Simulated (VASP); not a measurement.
# MoS2 (R-3m) in VASP: a series of runs

The runs below take MoS2 through single point, with PBEsol.

Program: VASP 6.6.1. These are calculated values, not measurements. Logs are shortened: lines on timing, memory, paths and dates and some standing lists are left out, and cuts for length are marked.

**1. The cell of the first run**

Symmetry: R-3m, No. 166, trigonal system. The conventional cell has a = 3.171 Å, b = 3.171 Å, c = 18.345 Å, α = 90.00°, β = 90.00°, γ = 120.00°. Mo (site symmetry -3m) has 6 S at 2.39 Å and 6 Mo at 3.17 Å within 3.2 Å. Within 3.2 Å of S (site symmetry 3m) lie 3 Mo at 2.39 Å and 6 S at 3.17 Å.

**2. Single point, PBEsol**

Input file POSCAR:

```
MoS2
1.0
    1.5855000000      0.9153888518      6.1149966667
   -1.5855000000      0.9153888518      6.1149966667
    0.0000000000     -1.8307777036      6.1149966667
Mo S
1 2
Direct
    0.0000000000      0.0000000000      0.0000000000
    0.2500000000      0.2500000000      0.2500000000
    0.7500000000      0.7500000000      0.7500000000
```

Input file INCAR.step1:

```
SYSTEM = MoS2
ALGO = Normal
EDIFF = 1E-6
ENCUT = 400
GGA = PS
GGA_COMPAT = .FALSE.
ISIF = 2
ISMEAR = -1
LASPH = .TRUE.
LCHARG = .TRUE.
LMAXMIX = 4
LORBIT = 11
LREAL = .FALSE.
LWAVE = .FALSE.
NBANDS = 20
NEDOS = 2001
NELM = 120
PREC = Accurate
SIGMA = 0.05
```

Input file KPOINTS.step1:

```
k-points
0
G
  8 8 8
  0 0 0
```

Input file INCAR.step2:

```
SYSTEM = MoS2
ALGO = Normal
EDIFF = 1E-6
ENCUT = 400
GGA = PS
GGA_COMPAT = .FALSE.
ICHARG = 11
ISIF = 2
ISMEAR = -5
LASPH = .TRUE.
LCHARG = .FALSE.
LMAXMIX = 4
LORBIT = 11
LREAL = .FALSE.
LWAVE = .FALSE.
NEDOS = 2001
NELM = 120
PREC = Accurate
SIGMA = 0.05
```

Input file KPOINTS.step2:

```
k-points
0
G
  12 12 12
  0 0 0
```

Potentials or basis: VASP PAW PBE potentials, release 64 (Mo_sv, S).

Command:

```
> cat potpaw_PBE.64/Mo_sv/POTCAR potpaw_PBE.64/S/POTCAR > POTCAR
> cp INCAR.step1 INCAR
> cp KPOINTS.step1 KPOINTS
> mpirun -np 1 vasp_std > vasp.out
> cp INCAR.step2 INCAR
> cp KPOINTS.step2 KPOINTS
> mpirun -np 1 vasp_std > vasp.out
```

OUTCAR:

```text
SYSTEM = MoS2
   EDIFF = 1E-6
   ENCUT = 400
   GGA = PS
   ICHARG = 11
   ISIF = 2
   ISMEAR = -5
   LASPH = .TRUE.
   LORBIT = 11
   LREAL = .FALSE.
   NELM = 120
   PREC = Accurate

 ion  position               nearest neighbor table
   1  0.000  0.000  0.000-   3 2.39   2 2.39   3 2.39   3 2.39   2 2.39   2 2.39
   2  0.250  0.250  0.250-   1 2.39   1 2.39   1 2.39
   3  0.750  0.750  0.750-   1 2.39   1 2.39   1 2.39

  LATTYP: Found a trigonal (rhomboedric) cell.
 ALAT       =     6.3831756386
 COS(alpha) =     0.8766074614

  Lattice vectors:

 A1 = (   1.5855000000,   0.9153888518,   6.1149966667)
 A2 = (  -1.5855000000,   0.9153888518,   6.1149966667)
 A3 = (   0.0000000000,  -1.8307777036,   6.1149966667)

Analysis of symmetry for initial positions (statically):
=====================================================================
 Subroutine PRICEL returns:
 Original cell was already a primitive cell.

 Routine SETGRP: Setting up the symmetry group for a
 trigonal (rhombohedral) supercell.

 Subroutine GETGRP returns: Found 12 space group operations
 (whereof 12 operations were pure point group operations)
 out of a pool of 12 trial point group operations.

The static configuration has the point symmetry D_3d.

Analysis of symmetry for dynamics (positions and initial velocities):
=====================================================================
 Subroutine PRICEL returns:
 Original cell was already a primitive cell.

 Routine SETGRP: Setting up the symmetry group for a
 trigonal (rhombohedral) supercell.

 Subroutine GETGRP returns: Found 12 space group operations
 (whereof 12 operations were pure point group operations)
 out of a pool of 12 trial point group operations.

The dynamic configuration has the point symmetry D_3d.

 Subroutine INISYM returns: Found 12 space group operations
 (whereof 12 operations are pure point group operations),
 and found     1 'primitive' translations

----------------------------------------------------------------------------------------

                                     Primitive cell

  volume of cell :      53.2500

  direct lattice vectors                    reciprocal lattice vectors
     1.585500000  0.915388852  6.114996667     0.315357931  0.182071986  0.054510796
    -1.585500000  0.915388852  6.114996667    -0.315357931  0.182071986  0.054510796
[... 97 lines left out ...]
   POTIM  = 0.5000    time-step for ionic-motion
   TEBEG  =    0.0;   TEEND  =   0.0 temperature during run
   PSTRESS=    0.0 pullay stress
   NELECT =      26.0000    total number of electrons
   NUPDOWN=      -1.0000    fix difference up-down
   EMIN   =  10.00;   EMAX   =-10.00  energy-range for DOS
   EFERMI =   0.00;   METHOD = LEGACY
   ISMEAR =    -5;   SIGMA  =   0.05  broadening in eV -4-tet -1-fermi 0-gaus
   EFERMI_NEDOS =   21; number of points for ismear=-14 and -15
   IALGO  =     38    algorithm
   IMIX   =      4    mixing-type and parameters
     AMIX     =   0.40;   BMIX     =  1.00
     AMIX_MAG =   1.60;   BMIX_MAG =  1.00
  volume/ion in A,a.u.               =      17.75       119.78
  Fermi-wavevector in a.u.,A,eV,Ry     =   1.289118  2.436081 22.610522  1.661826
  Thomas-Fermi vector in A             =   2.421031
   LORBIT       =     11    0 simple, 1 ext, 2 COOP (PROOUT), +10 PAW based schemes
   GGA     = PS    functional components
   LHFCALC =     F    Hartree Fock is set to
   AEXX    =    0.0000 exact exchange contribution
   IVDW    =     0    specifies the selected vdW correction
   LEPSILON=     F    determine dielectric tensor
   LRPA    =     F    only Hartree local field effects (RPA)
 non-spin polarized calculation
 Fermi weights with tetrahedron method with Bloechl corrections
  energy-cutoff  :      400.00
  volume of cell :       53.25
 maximum number of plane-waves:       981
 NGX is ok and might be reduce to    42

 number of electron      25.9999995 magnetization

 Free energy of the ion-electron system (eV)
  ---------------------------------------------------
  ext. energy  EPLUGINS =         0.00000000
  ---------------------------------------------------
  free energy    TOTEN  =       -22.58828083 eV

  energy without entropy =      -22.58828083  energy(sigma->0) =      -22.58828083

 E-fermi :   7.7140     XC(G=0): -11.0043

 val. band max:        7.7384963435   @ k =  -0.1667   0.5000   0.0833
 cond. band min:       7.6039066280   @ k =  -0.4167   0.4167   0.2500
 fundamental gap:     -0.1345897155
 Fermi energy:         7.7139739941

 k-point     1 :       0.0000    0.0000    0.0000
  band No.  band energies     occupation
      1     -53.9717      2.00000
      2     -28.0863      2.00000
      3     -27.9992      2.00000
      4     -27.9992      2.00000
      5      -7.4866      2.00000
      6      -5.8280      2.00000
[... 457 lines left out ...]
      4     -27.9984      2.00000
      5      -5.5919      2.00000
      6      -4.9349      2.00000
[... 9 lines left out ...]
     16      10.1893      0.00000
     17      11.8254      0.00000

 [... further k-points ...]

------------------------ aborting loop because EDIFF is reached ----------------------------------------

  FORCE on cell =-STRESS in cart. coord.  units (eV):
  Direction    XX          YY          ZZ          XY          YZ          ZX
  --------------------------------------------------------------------------------------
  -------------------------------------------------------------------------------------
  Total        0.2811953      0.2811953      1.9904047      0.0000000     -0.0000000      0.0000000
  in kB        8.4605647      8.4605647     59.8870096      0.0000000     -0.0000000      0.0000000
  external PRESSURE =      25.6027130 kB  Pullay stress =       0.0000000 kB

 VOLUME and BASIS-vectors are now :
 -----------------------------------------------------------------------------
  energy-cutoff  :      400.00
  volume of cell :       53.25
      direct lattice vectors                 reciprocal lattice vectors
     1.585500000  0.915388852  6.114996667     0.315357931  0.182071986  0.054510796
    -1.585500000  0.915388852  6.114996667    -0.315357931  0.182071986  0.054510796
     0.000000000 -1.830777704  6.114996667     0.000000000 -0.364143973  0.054510796

 POSITION                                       TOTAL-FORCE (eV/Angst)
 -----------------------------------------------------------------------------------
      0.00000      0.00000      0.00000         0.000000      0.000000      0.000000
      0.00000      0.00000      4.58625        -0.000000      0.000000     -0.755465
      0.00000      0.00000     13.75874        -0.000000     -0.000000      0.755465
 -----------------------------------------------------------------------------------
    total drift:                                0.000000      0.000000     -0.000000

  FREE ENERGIE OF THE ION-ELECTRON SYSTEM (eV)
  ---------------------------------------------------
  free  energy   TOTEN  =       -22.5882808268 eV

  energy  without entropy=      -22.5882808268  energy(sigma->0) =      -22.58828083

 total charge

# of ion       s       p       d       tot
------------------------------------------
    1        2.308   6.235   3.974  12.517
    2        1.360   2.318   0.000   3.678
    3        1.360   2.318   0.000   3.678
--------------------------------------------------
tot          5.028  10.871   3.974  19.873
```

Run time: 8.3 min. Hardware: 1 thread of Intel Xeon 8259CL, shared host; peak memory 0.32 GiB.

Results:

```yaml
Valence_electrons_inside_the_program's_atomic_spheres: Mo 12.52; S 3.68
```

Caveat: the PAW data sets were made with another functional, which shifts forces and pressure a little; tetrahedron occupations give inexact forces and stress in metals.

**3. Single point, PBEsol**

POSCAR is that of step 2.

Input file INCAR.step1:

```
SYSTEM = MoS2
  PREC = Accurate
  ENCUT = 520
  EDIFF = 1E-6
  ISMEAR = -1
  SIGMA = 0.05
  LREAL = .False.
  LASPH = .True.
  NELM = 60
  ALGO = Normal
  ISIF = 2
  LWAVE = .False.
  LCHARG = .True.
  LMAXMIX = 4
  GGA = PS
  NBANDS = 20
```

Input file KPOINTS.step1:

```
regular mesh
0
Gamma
  10 10 10
  0 0 0
```

Input file INCAR.step2:

```
SYSTEM = MoS2
  PREC = Accurate
  ENCUT = 520
  EDIFF = 1E-6
  ISMEAR = -5
  SIGMA = 0.05
  LREAL = .False.
  LASPH = .True.
  NELM = 60
  ALGO = Normal
  ISIF = 2
  LWAVE = .False.
  LCHARG = .False.
  LMAXMIX = 4
  GGA = PS
  LORBIT = 11
  NEDOS = 2001
  ICHARG = 11
```

Input file KPOINTS.step2:

```
regular mesh
0
Gamma
  15 15 15
  0 0 0
```

Potentials or basis: VASP PAW PBE potentials, release 64 (Mo_sv, S).

Command:

```
> cat potpaw_PBE.64/Mo_sv/POTCAR potpaw_PBE.64/S/POTCAR > POTCAR
> cp INCAR.step1 INCAR
> cp KPOINTS.step1 KPOINTS
> mpirun -np 1 vasp_std > vasp.out
> cp INCAR.step2 INCAR
> cp KPOINTS.step2 KPOINTS
> mpirun -np 1 vasp_std > vasp.out
```

OUTCAR:

```text
SYSTEM = MoS2
   PREC = Accurate
   ENCUT = 520
   EDIFF = 1E-6
   ISMEAR = -5
   LREAL = .False.
   LASPH = .True.
   NELM = 60
   ISIF = 2
   GGA = PS
   LORBIT = 11
   ICHARG = 11

 ion  position               nearest neighbor table
   1  0.000  0.000  0.000-   3 2.39   2 2.39   3 2.39   3 2.39   2 2.39   2 2.39
   2  0.250  0.250  0.250-   1 2.39   1 2.39   1 2.39
   3  0.750  0.750  0.750-   1 2.39   1 2.39   1 2.39

  LATTYP: Found a trigonal (rhomboedric) cell.
 ALAT       =     6.3831756386
 COS(alpha) =     0.8766074614

  Lattice vectors:

 A1 = (   1.5855000000,   0.9153888518,   6.1149966667)
 A2 = (  -1.5855000000,   0.9153888518,   6.1149966667)
 A3 = (   0.0000000000,  -1.8307777036,   6.1149966667)

Analysis of symmetry for initial positions (statically):
=====================================================================
 Subroutine PRICEL returns:
 Original cell was already a primitive cell.

 Routine SETGRP: Setting up the symmetry group for a
 trigonal (rhombohedral) supercell.

 Subroutine GETGRP returns: Found 12 space group operations
 (whereof 12 operations were pure point group operations)
 out of a pool of 12 trial point group operations.

The static configuration has the point symmetry D_3d.

Analysis of symmetry for dynamics (positions and initial velocities):
=====================================================================
 Subroutine PRICEL returns:
 Original cell was already a primitive cell.

 Routine SETGRP: Setting up the symmetry group for a
 trigonal (rhombohedral) supercell.

 Subroutine GETGRP returns: Found 12 space group operations
 (whereof 12 operations were pure point group operations)
 out of a pool of 12 trial point group operations.

The dynamic configuration has the point symmetry D_3d.

 Subroutine INISYM returns: Found 12 space group operations
 (whereof 12 operations are pure point group operations),
 and found     1 'primitive' translations

[... 126 lines left out ...]
   IVDW    =     0    specifies the selected vdW correction
   LEPSILON=     F    determine dielectric tensor
   LRPA    =     F    only Hartree local field effects (RPA)
 non-spin polarized calculation
 Fermi weights with tetrahedron method with Bloechl corrections
  energy-cutoff  :      520.00
  volume of cell :       53.25
 maximum number of plane-waves:      1452

 number of electron      25.9999998 magnetization

 Free energy of the ion-electron system (eV)
  ---------------------------------------------------
  ext. energy  EPLUGINS =         0.00000000
  ---------------------------------------------------
  free energy    TOTEN  =       -22.59194459 eV

  energy without entropy =      -22.59194459  energy(sigma->0) =      -22.59194459

 E-fermi :   7.7172     XC(G=0): -11.0043

 val. band max:        7.7896174078   @ k =  -0.4667   0.2667  -0.0000
 cond. band min:       7.5876486372   @ k =   0.4000   0.4000   0.4000
 fundamental gap:     -0.2019687706
 Fermi energy:         7.7172098614

 k-point     1 :       0.0000    0.0000    0.0000
  band No.  band energies     occupation
      1     -53.9874      2.00000
      2     -28.1010      2.00000
      3     -28.0098      2.00000
      4     -28.0098      2.00000
      5      -7.4864      2.00000
      6      -5.8274      2.00000
[... 457 lines left out ...]
      4     -28.0376      2.00000
      5      -6.9698      2.00000
      6      -5.7763      2.00000
[... 9 lines left out ...]
     16      10.5780      0.00000
     17      10.7487      0.00000

 [... further k-points ...]

------------------------ aborting loop because EDIFF is reached ----------------------------------------

  FORCE on cell =-STRESS in cart. coord.  units (eV):
  Direction    XX          YY          ZZ          XY          YZ          ZX
  --------------------------------------------------------------------------------------
  -------------------------------------------------------------------------------------
  Total        0.4187106      0.4187106      2.1466380      0.0000000     -0.0000000      0.0000000
  in kB       12.5981044     12.5981044     64.5877358      0.0000000     -0.0000000      0.0000000
  external PRESSURE =      29.9279815 kB  Pullay stress =       0.0000000 kB

 VOLUME and BASIS-vectors are now :
 -----------------------------------------------------------------------------
  energy-cutoff  :      520.00
  volume of cell :       53.25
      direct lattice vectors                 reciprocal lattice vectors
     1.585500000  0.915388852  6.114996667     0.315357931  0.182071986  0.054510796
    -1.585500000  0.915388852  6.114996667    -0.315357931  0.182071986  0.054510796
     0.000000000 -1.830777704  6.114996667     0.000000000 -0.364143973  0.054510796

 POSITION                                       TOTAL-FORCE (eV/Angst)
 -----------------------------------------------------------------------------------
      0.00000      0.00000      0.00000         0.000000      0.000000      0.000000
      0.00000      0.00000      4.58625        -0.000000      0.000000     -0.756698
      0.00000      0.00000     13.75874        -0.000000     -0.000000      0.756698
 -----------------------------------------------------------------------------------
    total drift:                               -0.000000     -0.000000      0.000000

  FREE ENERGIE OF THE ION-ELECTRON SYSTEM (eV)
  ---------------------------------------------------
  free  energy   TOTEN  =       -22.5919445850 eV

  energy  without entropy=      -22.5919445850  energy(sigma->0) =      -22.59194459

 total charge

# of ion       s       p       d       tot
------------------------------------------
    1        2.307   6.234   3.975  12.517
    2        1.360   2.319   0.000   3.679
    3        1.360   2.319   0.000   3.679
--------------------------------------------------
tot          5.027  10.873   3.975  19.875
```

OUTCAR.step1:

```text
SYSTEM = MoS2
   PREC = Accurate
   ENCUT = 520
   EDIFF = 1E-6
   ISMEAR = -1
   LREAL = .False.
   LASPH = .True.
[... 776 lines left out ...]
      0.00000      0.00000      0.00000         0.000000      0.000000      0.000000
      0.00000      0.00000      4.58625         0.000000     -0.000000     -0.763224
      0.00000      0.00000     13.75874         0.000000      0.000000      0.763224
 -----------------------------------------------------------------------------------
    total drift:                               -0.000000     -0.000000      0.000000

  FREE ENERGIE OF THE ION-ELECTRON SYSTEM (eV)
  ---------------------------------------------------
  free  energy   TOTEN  =       -22.6066135026 eV

  energy  without entropy=      -22.6007012769  energy(sigma->0) =      -22.60365739
```

OSZICAR.step1:

```text
N       E                     dE             d eps       ncg     rms          rms(c)
DAV:   1     0.178733846872E+03    0.17873E+03   -0.13460E+04  4648   0.123E+03
DAV:   2    -0.168165035673E+02   -0.19555E+03   -0.19057E+03  5692   0.314E+02
DAV:   3    -0.240468747361E+02   -0.72304E+01   -0.71435E+01  5752   0.560E+01
DAV:   4    -0.241329767711E+02   -0.86102E-01   -0.86023E-01  5620   0.644E+00
DAV:   5    -0.241342438443E+02   -0.12671E-02   -0.12670E-02  5768   0.766E-01    0.267E+01
DAV:   6    -0.230653317310E+02    0.10689E+01   -0.12995E+01  4856   0.202E+01    0.959E+00
DAV:   7    -0.227827277527E+02    0.28260E+00   -0.57302E+00  4820   0.126E+01    0.683E+00
DAV:   8    -0.226070633161E+02    0.17566E+00   -0.88939E-01  5076   0.521E+00    0.186E+00
DAV:   9    -0.226083295055E+02   -0.12662E-02   -0.33714E-02  5468   0.109E+00    0.701E-01
DAV:  10    -0.226067007113E+02    0.16288E-02   -0.14421E-02  5160   0.752E-01    0.133E-01
DAV:  11    -0.226066237845E+02    0.76927E-04   -0.93775E-04  5256   0.205E-01    0.542E-02
DAV:  12    -0.226066070036E+02    0.16781E-04   -0.55211E-05  5316   0.460E-02    0.177E-02
DAV:  13    -0.226066138943E+02   -0.68908E-05   -0.16078E-05  5060   0.221E-02    0.981E-03
DAV:  14    -0.226066135026E+02    0.39167E-06   -0.25453E-06  3944   0.975E-03
   1 F= -.22606614E+02 E0= -.22603657E+02  d E =-.591223E-02
```

Wall time 16 min (1 thread of Intel Xeon 8259CL, shared host); peak memory 0.54 GiB.

What came out:

- Valence electrons inside the program's atomic spheres: Mo 12.52; S 3.68

Levels at points of the mesh, in eV from the Fermi level:
| k point | band 11 | band 12 | band 13 | band 14 | band 15 | band 16 |
| --- | --- | --- | --- | --- | --- | --- |
| (0.00, 0.00, 0.00) | -1.28 | -1.07 | -1.07 | -0.25 | -0.25 | 3.38 |

Caveat: the PAW data sets were made with another functional, which shifts forces and pressure a little; tetrahedron occupations give inexact forces and stress in metals.
